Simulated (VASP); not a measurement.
# Zn (P6_3/mmc) in VASP: notebook, part 2 of 2

VASP 6.6.1. The steps go on from the part before.

**3. Single point, PBE (Cd replaced by Zn, lengths x 0.908, strained)**

Contents of INCAR:

```
SYSTEM = Zn
  ALGO = Normal
  EDIFF = 1E-6
  ENCUT = 500
  GGA = PE
  GGA_COMPAT = .FALSE.
  ISIF = 2
  ISMEAR = 0
  LASPH = .TRUE.
  LCHARG = .TRUE.
  LELF = .TRUE.
  LREAL = .FALSE.
  LVHAR = .TRUE.
  LWAVE = .FALSE.
  NBANDS = 19
  NELM = 120
  PREC = Accurate
  SIGMA = 0.1
```

Contents of KPOINTS:

```
k-points
0
G
  18 18 8
  0 0 0
```

Contents of POSCAR:

```
Zn
1.0
    2.5724398596      0.0000000000      0.0000000000
   -1.2862199298      2.2277982681      0.0000000000
    0.0000000000      0.0000000000      5.1573486536
Zn
2
Direct
    0.3333333333      0.6666666667      0.2500000000
    0.6666666667      0.3333333333      0.7500000000
```

Potentials or basis: VASP PAW PBE potentials, release 64 (Zn).

The run is started by

```console
cat potpaw_PBE.64/Zn/POTCAR > POTCAR
mpirun -np 1 vasp_std > vasp.out
```

OUTCAR:

```text
SYSTEM = Zn
   EDIFF = 1E-6
   ENCUT = 500
   GGA = PE
   ISIF = 2
   ISMEAR = 0
   LASPH = .TRUE.
   LREAL = .FALSE.
   NELM = 120
   PREC = Accurate

 ion  position               nearest neighbor table
   1  0.333  0.667  0.250-   2 2.98   2 2.98   2 2.98   2 2.98   2 2.98   2 2.98
   2  0.667  0.333  0.750-   1 2.98   1 2.98   1 2.98   1 2.98   1 2.98   1 2.98

  LATTYP: Found a hexagonal cell.
 ALAT       =     2.5724398596
 C/A-ratio  =     2.0048471238

  Lattice vectors:

 A1 = (   2.5724398596,   0.0000000000,   0.0000000000)
 A2 = (  -1.2862199298,   2.2277982681,   0.0000000000)
 A3 = (   0.0000000000,   0.0000000000,   5.1573486536)

Analysis of symmetry for initial positions (statically):
=====================================================================
 Subroutine PRICEL returns:
 Original cell was already a primitive cell.

 Routine SETGRP: Setting up the symmetry group for a
 hexagonal supercell.

 Subroutine GETGRP returns: Found 24 space group operations
 (whereof 12 operations were pure point group operations)
 out of a pool of 24 trial point group operations.

The static configuration has the point symmetry D_3d.
 The point group associated with its full space group is D_6h.

Analysis of symmetry for dynamics (positions and initial velocities):
=====================================================================
 Subroutine PRICEL returns:
 Original cell was already a primitive cell.

 Routine SETGRP: Setting up the symmetry group for a
 hexagonal supercell.

 Subroutine GETGRP returns: Found 24 space group operations
 (whereof 12 operations were pure point group operations)
 out of a pool of 24 trial point group operations.

The dynamic configuration has the point symmetry D_3d.
 The point group associated with its full space group is D_6h.

 Subroutine INISYM returns: Found 24 space group operations
 (whereof 12 operations are pure point group operations),
 and found     1 'primitive' translations

----------------------------------------------------------------------------------------

                                     Primitive cell

  volume of cell :      29.5561

  direct lattice vectors                    reciprocal lattice vectors
     2.572439860  0.000000000  0.000000000     0.388736007  0.224436838  0.000000000
    -1.286219930  2.227798268  0.000000000     0.000000000  0.448873677  0.000000000
     0.000000000  0.000000000  5.157348654     0.000000000  0.000000000  0.193898080

  length of vectors
     2.572439860  2.572439860  5.157348654     0.448873677  0.448873677  0.193898080

  position of ions in fractional coordinates (direct lattice)
     0.333333333  0.666666667  0.250000000
     0.666666667  0.333333333  0.750000000

  ion indices of the primitive-cell ions
   primitive index   ion index
                 1           1
                 2           2

----------------------------------------------------------------------------------------

 KPOINTS: k-points

Automatic generation of k-mesh.
 Grid dimensions read from file:
 generate k-points for:   18   18    8

 Generating k-lattice:

  Cartesian coordinates                     Fractional coordinates (reciprocal lattice)
     0.021596445  0.012468713  0.000000000     0.055555556 -0.000000000  0.000000000
     0.000000000  0.024937426  0.000000000     0.000000000  0.055555556  0.000000000
     0.000000000  0.000000000  0.024237260     0.000000000  0.000000000  0.125000000

  Length of vectors
     0.024937426  0.024937426  0.024237260

  Shift w.r.t. Gamma in fractional coordinates (k-lattice)
     0.000000000  0.000000000  0.000000000

 Subroutine IBZKPT returns following result:
 ===========================================

 Found    185 irreducible k-points:

 Following reciprocal coordinates:
            Coordinates               Weight
  0.000000  0.000000  0.000000      1.000000
  0.055556  0.000000  0.000000      6.000000
  0.111111  0.000000  0.000000      6.000000
  0.166667  0.000000  0.000000      6.000000
  0.222222  0.000000  0.000000      6.000000
  0.277778  0.000000  0.000000      6.000000
[... 16 lines left out ...]
  0.333333  0.111111  0.000000     12.000000
  0.388889  0.111111  0.000000     12.000000
 [... further k-points ...]
   k-points           NKPTS =    185   k-points in BZ     NKDIM =    185   number of bands    NBANDS=     19
   number of dos      NEDOS =    301   number of ions     NIONS =      2
   total plane-waves  NPLWV =  16000
   dimension x,y,z NGX =    20 NGY =   20 NGZ =   40
   dimension x,y,z NGXF=    40 NGYF=   40 NGZF=   80
   ions per type =               2
   NGX,Y,Z   is equivalent  to a cutoff of  12.93, 12.93, 12.89 a.u.
   NGXF,Y,Z  is equivalent  to a cutoff of  25.85, 25.85, 25.79 a.u.
 SYSTEM =  Zn
   PREC   = accura    normal or accurate (medium, high low for compatibility)
   ISTART =      0    job   : 0-new  1-cont  2-samecut
   ICHARG =      2    charge: 1-file 2-atom 10-const
   ISPIN  =      1    spin polarized calculation?
   LNONCOLLINEAR =      F non collinear calculations
   LSORBIT =      F    spin-orbit coupling
   LASPH  =      T    aspherical Exc in radial PAW
   ENCUT  =  500.0 eV  36.75 Ry    6.06 a.u.   4.69  4.69  9.40*2*pi/ulx,y,z
   NELM   =    120;   NELMIN=  2; NELMDL= -5     # of ELM steps
   EDIFF  = 0.1E-05   stopping-criterion for ELM
   LREAL  =      F    real-space projection
[... 7 lines left out ...]
   TEBEG  =    0.0;   TEEND  =   0.0 temperature during run
   PSTRESS=    0.0 pullay stress
   NELECT =      24.0000    total number of electrons
   NUPDOWN=      -1.0000    fix difference up-down
   EMIN   =  10.00;   EMAX   =-10.00  energy-range for DOS
   EFERMI =   0.00;   METHOD = LEGACY
   ISMEAR =     0;   SIGMA  =   0.10  broadening in eV -4-tet -1-fermi 0-gaus
   EFERMI_NEDOS =   21; number of points for ismear=-14 and -15
   IALGO  =     38    algorithm
   IMIX   =      4    mixing-type and parameters
     AMIX     =   0.40;   BMIX     =  1.00
     AMIX_MAG =   1.60;   BMIX_MAG =  1.00
  volume/ion in A,a.u.               =      14.78        99.73
  Fermi-wavevector in a.u.,A,eV,Ry     =   1.527318  2.886212 31.738301  2.332699
  Thomas-Fermi vector in A             =   2.635230
   LORBIT       =      0    0 simple, 1 ext, 2 COOP (PROOUT), +10 PAW based schemes
   GGA     = PE    functional components
   LHFCALC =     F    Hartree Fock is set to
   AEXX    =    0.0000 exact exchange contribution
   IVDW    =     0    specifies the selected vdW correction
   LEPSILON=     F    determine dielectric tensor
   LRPA    =     F    only Hartree local field effects (RPA)
 non-spin polarized calculation
 Gauss-broadening in eV      SIGMA  =   0.10
  energy-cutoff  :      500.00
  volume of cell :       29.56
 maximum number of plane-waves:       779
 NGX is ok and might be reduce to    20
   NGX =  9   NGY =  9   NGZ = 19

 number of electron      23.9999977 magnetization

 Free energy of the ion-electron system (eV)
  ---------------------------------------------------
  ext. energy  EPLUGINS =         0.00000000
  ---------------------------------------------------
  free energy    TOTEN  =        -2.19135829 eV

  energy without entropy =       -2.18975901  energy(sigma->0) =       -2.19055865

 E-fermi :   3.1133     XC(G=0): -11.6789

 val. band max:        3.0854934822   @ k =   0.3889   0.0556   0.0000
 cond. band min:       3.1514977320   @ k =   0.3889   0.2222   0.5000
 fundamental gap:      0.0660042497
 Fermi energy:         3.1132973920

 k-point     1 :       0.0000    0.0000    0.0000
  band No.  band energies     occupation
      1      -7.3523      2.00000
      2      -5.6433      2.00000
      3      -4.8318      2.00000
      4      -4.5051      2.00000
      5      -4.5051      2.00000
      6      -4.4695      2.00000
[... 11 lines left out ...]
     18      23.8233      0.00000
     19      24.2657      0.00000

 k-point     2 :       0.0556    0.0000    0.0000
  band No.  band energies     occupation
      1      -7.2528      2.00000
      2      -5.5914      2.00000
      3      -4.8175      2.00000
      4      -4.5188      2.00000
      5      -4.4827      2.00000
      6      -4.4796      2.00000
[... 476 lines left out ...]
 k-point    24 :       0.3889    0.1111    0.0000
  band No.  band energies     occupation
      1      -5.2242      2.00000
      2      -5.1410      2.00000
      3      -4.9605      2.00000
      4      -4.5537      2.00000
      5      -4.3070      2.00000
      6      -4.2846      2.00000
[... 11 lines left out ...]
     18      16.7287      0.00000
     19      18.3272      0.00000

 [... further k-points ...]

------------------------ aborting loop because EDIFF is reached ----------------------------------------

  FORCE on cell =-STRESS in cart. coord.  units (eV):
  Direction    XX          YY          ZZ          XY          YZ          ZX
  --------------------------------------------------------------------------------------
  -------------------------------------------------------------------------------------
  Total        1.2216571      1.2216571      0.1422700      0.0000000     -0.0000000      0.0000000
  in kB       66.2235276     66.2235276      7.7121660      0.0000000     -0.0000000      0.0000000
  external PRESSURE =      46.7197404 kB  Pullay stress =       0.0000000 kB

 VOLUME and BASIS-vectors are now :
 -----------------------------------------------------------------------------
  energy-cutoff  :      500.00
  volume of cell :       29.56
      direct lattice vectors                 reciprocal lattice vectors
     2.572439860  0.000000000  0.000000000     0.388736007  0.224436838  0.000000000
    -1.286219930  2.227798268  0.000000000     0.000000000  0.448873677  0.000000000
     0.000000000  0.000000000  5.157348654     0.000000000  0.000000000  0.193898080

 POSITION                                       TOTAL-FORCE (eV/Angst)
 -----------------------------------------------------------------------------------
     -0.00000      1.48520      1.28934        -0.000000      0.000000     -0.000000
      1.28622      0.74260      3.86801         0.000000     -0.000000      0.000000
 -----------------------------------------------------------------------------------
    total drift:                               -0.000000      0.000000      0.000000

  FREE ENERGIE OF THE ION-ELECTRON SYSTEM (eV)
  ---------------------------------------------------
  free  energy   TOTEN  =        -2.1913582887 eV

  energy  without entropy=       -2.1897590072  energy(sigma->0) =       -2.19055865
```

Wall time 1.7 min (1 thread of Intel Xeon 8259CL, shared host); peak memory 0.2 GiB.

Results:

```
Free energy            : -2.1914 eV
Pressure               : 4.7 GPa
Band gap on the k mesh : zero (band 12 reaches 5.09 eV, above the bottom of band 13 at -0.55 eV)
```

Levels at points of the mesh, in eV from the Fermi level:
| k point | band 10 | band 11 | band 12 | band 13 | band 14 | band 15 |
| --- | --- | --- | --- | --- | --- | --- |
| (0.00, 0.00, 0.00) | -6.97 | -6.97 | -3.89 | -3.67 | 11.58 | 15.61 |
| (0.50, 0.00, 0.00) | -6.70 | -2.48 | -1.61 | 2.47 | 3.84 | 4.12 |
| (0.00, 0.00, 0.50) | -7.03 | -7.03 | -7.03 | 3.48 | 3.48 | 20.85 |
| (0.50, 0.00, 0.50) | -6.70 | -1.64 | -1.64 | 0.71 | 0.71 | 9.60 |

Caveat: the cell differs from its parent crystal (Cd replaced by Zn, lengths x 0.908, strained).
